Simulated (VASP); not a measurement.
Zr:

```xyz
1
Lattice="0.0000 2.2550 2.2550 2.2550 0.0000 2.2550 2.2550 2.2550 0.0000" Properties=species:S:1:pos:R:3 pbc="T T T"
Zr    0.0000    0.0000    0.0000
```

* Program: VASP 6.6.1
* Task: relaxation of cell and atoms
* Functional: LDA
* Potentials or basis: VASP PAW LDA potentials, release 64 (Zr_sv)
* Cutoff: 600 eV
* k mesh: 16 × 16 × 16
* Occupations: gaussian, width 0.1 eV
* Spin: no spin polarisation

At the start: pressure -5.6 GPa; volume 22.93 Å³/atom.

Problem. Where does the relaxation end?

Solution. Over 7 steps the energy falls by 25.2 meV/atom and the volume is 21.56 Å³/atom (-6.0 %); space group Fm-3m (No. 225, to 0.05 Å).

Step by step:
```tsv
step	energy change (eV)	largest force (eV/Å)	pressure (GPa)	volume (Å³)
1	0.0000	0.0000	-5.64	22.93
2	-0.0017	0.0000	6.47	20.36
3	-0.0252	0.0000	-0.04	21.58
4	-0.0252	0.0000	0.06	21.55
5	-0.0252	0.0000	-0.05	21.58
6	-0.0252	0.0000	-0.04	21.57
7	-0.0252	0.0000	0.01	21.56
```

Final structure:
```cif
data_structure
_symmetry_space_group_name_H-M 'P 1'
_symmetry_Int_Tables_number 1
_cell_length_a 3.1242
_cell_length_b 3.1242
_cell_length_c 3.1242
_cell_angle_alpha 60.000
_cell_angle_beta 60.000
_cell_angle_gamma 60.000
_cell_volume 21.56
loop_
_atom_site_label
_atom_site_type_symbol
_atom_site_fract_x
_atom_site_fract_y
_atom_site_fract_z
_atom_site_occupancy
Zr1 Zr 0.00000 0.00000 0.00000 1
```
